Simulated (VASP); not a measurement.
Write the native input for VASP 6.6.1 that does the following.

- Task: single point
- Functional: r2SCAN
- Potentials or basis: VASP PAW PBE potentials, release 64 (C)
- Cutoff: 660 eV
- k mesh: 10 × 10 × 10
- Occupations: gaussian, width 0.01 eV
- Spin: no spin polarisation
- Dipole correction: no
- Further INCAR settings: ALGO = Normal; EDIFF = 1e-06; NBANDS = 11

The system is C.

```xyz
2
Lattice="0.0000 1.7438 1.7438 1.7438 0.0000 1.7438 1.7438 1.7438 0.0000" Properties=species:S:1:pos:R:3 pbc="T T T"
C     0.0000    0.0000    0.0000
C     0.8719    0.8719    0.8719
```

This cell differs from its parent crystal: volume changed by -6%.

The input as run:

POSCAR

```
C
1.0
    0.0000000000      1.7437850905      1.7437850905
    1.7437850905      0.0000000000      1.7437850905
    1.7437850905      1.7437850905      0.0000000000
C
2
Direct
    0.0000000000      0.0000000000      0.0000000000
    0.2500000000      0.2500000000      0.2500000000
```

INCAR.step1

```
ALGO = Normal
EDIFF = 1E-5
ENCUT = 660
GGA = PE
GGA_COMPAT = False
ISMEAR = 0
LASPH = True
LCHARG = False
LREAL = False
LWAVE = True
NBANDS = 11
NELM = 120
PREC = Accurate
SIGMA = 0.01
```

INCAR.step2

```
ALGO = Normal
EDIFF = 1E-6
ENCUT = 660
GGA_COMPAT = False
ISIF = 2
ISMEAR = 0
ISTART = 1
LASPH = True
LCHARG = False
LMIXTAU = True
LREAL = False
LWAVE = False
METAGGA = R2SCAN
NBANDS = 11
NELM = 120
PREC = Accurate
SIGMA = 0.01
```

KPOINTS

```
k-points
0
Gamma
  10 10 10
```

Potentials or basis: VASP PAW PBE potentials, release 64 (C).

Command:

```console
$ cat potpaw_PBE.64/C/POTCAR > POTCAR
$ cp INCAR.step1 INCAR
$ mpirun -np 1 vasp_std > vasp.out
$ cp INCAR.step2 INCAR
$ mpirun -np 1 vasp_std > vasp.out
```

Results of the run:

* Pressure: 31.5 GPa
* Band gap on the k mesh: 4.52 eV, indirect (least direct gap 6.02 eV)

Caveat: the PAW data sets were made with another functional, which shifts forces and pressure a little.

Run time: 33 s on 1 thread of Intel Xeon 8259CL (shared host), peak memory 0.13 GiB.
